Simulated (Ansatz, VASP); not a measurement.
## Two plane-wave programs on Na

Contents of INCAR:

```
AGGAC    = 1.0          
AGGAX    = 1.0          
ALDAC    = 0.0          
ALDAX    = 1.0          
ALGO     = Normal         # electronic algorithm
EDIFF    = 1E-7           # SCF threshold, eV
ENCUT    = 520            # plane-wave cutoff, eV
GGA      = B5             # functional
ISIF     = 2              # what is computed and relaxed
ISMEAR   = -1             # smearing method
LASPH    = T              # aspherical terms in the spheres
LCHARG   = F              # write CHGCAR
LREAL    = F              # projectors in reciprocal space
LWAVE    = F              # write WAVECAR
NBANDS   = 10             # bands
NELM     = 100            # most SCF steps
PREC     = Accurate       # precision mode
SIGMA    = 0.1            # smearing width, eV
```

File KPOINTS:

```
k-points
0
Gamma
  17 17 17
```

POSCAR

```
Na
1.0
   -2.0754880304      2.0754880304      2.0754880304
    2.0754880304     -2.0754880304      2.0754880304
    2.0754880304      2.0754880304     -2.0754880304
Na
1
Direct
    0.0000000000      0.0000000000      0.0000000000
```

Input for Ansatz:

```yaml
crystal:
  lattice:
    - [-2.0754880114, 2.0754880114, 2.0754880114]
    - [2.0754880114, -2.0754880114, 2.0754880114]
    - [2.0754880114, 2.0754880114, -2.0754880114]
  atoms:
    - { symbol: Na, position: [0.0, 0.0, 0.0] }
hamiltonian:
  xc: blyp
  pseudopotentials:
    kind: paw
    azcp:
      Na: "pseudopotentials/Na.paw.azcp"
basis:
  ecutwfc: 420
  fft_grid_basis: typed
kpoints:
  mp_grid: { grid: [17, 17, 17], shift: [0, 0, 0] }
magnetization:
  spin_polarized: false
scf:
  occupations: { method: fermi_dirac, width: 0.1 }
output:
  stress: true
```

Alike in both runs: task single point; functional BLYP; k mesh 17 × 17 × 17; occupations fermi-dirac, width 0.1 eV; no spin polarisation.

|  | VASP | Ansatz |
| --- | --- | --- |
| version | VASP 6.6.1 | Ansatz 0.2.0 |
| potentials or method | VASP PAW PBE potentials, release 64 (Na_pv), cutoff 520 eV | plane waves (420 eV) with PAW, scalar-relativistic |
| valence electrons in the cell | 7 | 9 |

```csv
,VASP,Ansatz,Ansatz less VASP
pressure (GPa),0.3,0.3,+0.01
```

VASP's potentials were made for PBE, not for BLYP. The functional is the same, so the differences come from potentials, cutoffs and numerics. VASP's potentials hold 7 valence electrons a cell and Ansatz's 9, so a difference there can come from the potentials and not from the codes.
